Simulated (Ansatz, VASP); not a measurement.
Two plane-wave programs on BiCl3O

The input INCAR:

```
SYSTEM = BiCl3O
PREC     = Accurate       ! precision mode
ENCUT    = 600            ! plane-wave cutoff, eV
EDIFF    = 1E-7           ! SCF threshold, eV
ISMEAR   = 0              ! smearing method
SIGMA    = 0.1            ! smearing width, eV
LREAL    = .False.        ! projectors in reciprocal space
LASPH    = .True.         ! aspherical terms in the spheres
NELM     = 100            ! most SCF steps
ALGO     = Normal         ! electronic algorithm
ISIF     = 3              ! what is computed and relaxed
LWAVE    = .False.        ! write WAVECAR
LCHARG   = .False.        ! write CHGCAR
GGA      = PE             ! functional
IBRION   = 2              ! ionic algorithm
NSW      = 100            ! ionic steps
EDIFFG   = -0.01          ! ionic threshold
```

The input KPOINTS:

```
regular mesh
0
Gamma
  8 8 8
  0 0 0
```

The input POSCAR:

```
BiCl3O
1.0
    5.3845959526      0.0000000000      0.0000000000
    0.0000000000      5.3845959526      0.0000000000
    0.0000000000      0.0000000000      5.3845959526
Bi Cl O
1 3 1
Direct
    0.5000000000      0.5000000000      0.5000000000
    0.0000000000      0.5000000000      0.5000000000
    0.5000000000      0.0000000000      0.5000000000
    0.5000000000      0.5000000000      0.0000000000
    0.0000000000      0.0000000000      0.0000000000
```

Input for Ansatz:

```yaml
crystal:
  lattice:
    - [5.3845959526, 0.0, 0.0]
    - [0.0, 5.3845959526, 0.0]
    - [0.0, 0.0, 5.3845959526]
  atoms:
    - { symbol: Bi, position: [0.5, 0.5, 0.5] }
    - { symbol: Cl, position: [0.0, 0.5, 0.5] }
    - { symbol: Cl, position: [0.5, 0.0, 0.5] }
    - { symbol: Cl, position: [0.5, 0.5, 0.0] }
    - { symbol: O, position: [0.0, 0.0, 0.0] }
basis:
  ecutwfc: 420
kpoints:
  mp_grid: { grid: [8, 8, 8] }
hamiltonian:
  xc: pbe
scf:
  occupations: { method: gaussian, width: 0.1 }
output:
  forces: true
  stress: true
  eigenvalues: true
  write_density: true
  write_potential: true
  elf: true
  volumetric_format: npy
relax:
  adjacent_minimum: "off"
  f_tol: 0.01
  max_steps: 80
  cell: { stress_tol: 0.05 }
```

Change from the starting cell: species swapped into the CeBPd3 type (Pm-3m, No. 221).

Alike in both runs: task relaxation of cell and atoms; functional PBE; k mesh 8 × 8 × 8; occupations gaussian, width 0.1 eV; no spin polarisation.

|  | VASP | Ansatz |
| --- | --- | --- |
| version | VASP 6.6.1 | Ansatz 0.2.0 |
| potentials or method | VASP PAW PBE potentials, release 64 (Bi_d, Cl, O), cutoff 600 eV | scalar-relativistic, plane waves, PAW |
| valence electrons in the cell | 42 | 42 |

Ansatz gave:

- gap on the k mesh at the Fermi level, each at its own relaxed structure (eV): none
- relaxed volume (Å³/atom): 31.47
- relaxed length of the cell vector where the two differ most in proportion (Å): 5.399

Q: Estimate VASP's values.

A: gap on the k mesh at the Fermi level, each at its own relaxed structure (eV): none; relaxed volume (Å³/atom): 31.40; relaxed length of the cell vector where the two differ most in proportion (Å): 5.395.

A gap of «none» marks a metal or a gap that the smearing closes.

Neither program's run includes spin-orbit coupling.
